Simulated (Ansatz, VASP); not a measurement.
GeW: VASP beside Ansatz

Contents of INCAR:

```
  PREC = Accurate
  ENCUT = 600
  EDIFF = 1E-6
  ISMEAR = -1
  SIGMA = 0.05
  LREAL = F
  LASPH = T
  NELM = 60
  ALGO = Normal
  ISIF = 3
  LWAVE = F
  LCHARG = F
  GGA = RE
  IVDW = 13
  IBRION = 2
  NSW = 60
  EDIFFG = -0.01
```

Contents of KPOINTS:

```
regular mesh
0
Gamma
  9 9 9
```

File POSCAR:

```
GeW
1.0
    0.0000000000      2.5776100000      2.5776100000
    2.5776100000      0.0000000000      2.5776100000
    2.5776100000      2.5776100000      0.0000000000
Ge W
1 1
Direct
    0.5000000000      0.5000000000      0.5000000000
    0.0000000000      0.0000000000      0.0000000000
```

input.yaml

```yaml
crystal:
  lattice:
    - [0.0, 2.57761, 2.57761]
    - [2.57761, 0.0, 2.57761]
    - [2.57761, 2.57761, 0.0]
  atoms:
    - { symbol: Ge, position: [0.5, 0.5, 0.5] }
    - { symbol: W, position: [0.0, 0.0, 0.0] }
hamiltonian:
  xc: revpbe
  pseudopotentials: { kind: paw }
  dispersion: d4
kpoints:
  mp_grid: { grid: [9, 9, 9] }
scf:
  occupations: { method: fermi_dirac, width: 0.05 }
output:
  forces: true
  stress: true
  eigenvalues: true
  write_density: true
  write_potential: true
  elf: true
  volumetric_format: npy
relax:
  f_tol: 0.01
  max_steps: 40
  cell: { stress_tol: 0.05 }
```

Alike in both runs: task relaxation of cell and atoms; functional revPBE; dispersion D4; k mesh 9 × 9 × 9; occupations fermi-dirac, width 0.05 eV; no spin polarisation.

```csv
,VASP,Ansatz
version,VASP 6.6.1,Ansatz 0.2.0
potentials or method,"VASP PAW PBE potentials, release 64 (Ge_d, W_sv)",Ansatz PAW
plane-wave cutoff (eV),600,420
valence electrons in the cell,28,28
```

Ansatz gave:

| Quantity | Value |
| --- | --- |
| gap on the k mesh at the Fermi level, each at its own relaxed structure (eV) | none |
| relaxed volume (Å³/atom) | 16.66 |
| relaxed cell length with the largest relative difference (Å) | 3.612 |

**Question.** Estimate VASP's values.

**Answer.** gap on the k mesh at the Fermi level, each at its own relaxed structure (eV): none; relaxed volume (Å³/atom): 16.70; relaxed cell length with the largest relative difference (Å): 3.615.

VASP's potentials were made for PBE, not for revPBE. A gap of «none» marks a metal or a gap that the smearing closes.

Spin-orbit coupling is off throughout. Noted on Ansatz's run: the plane-wave basis is chosen anew once the cell has moved, so the energies of steps on either side of that aren't comparable.
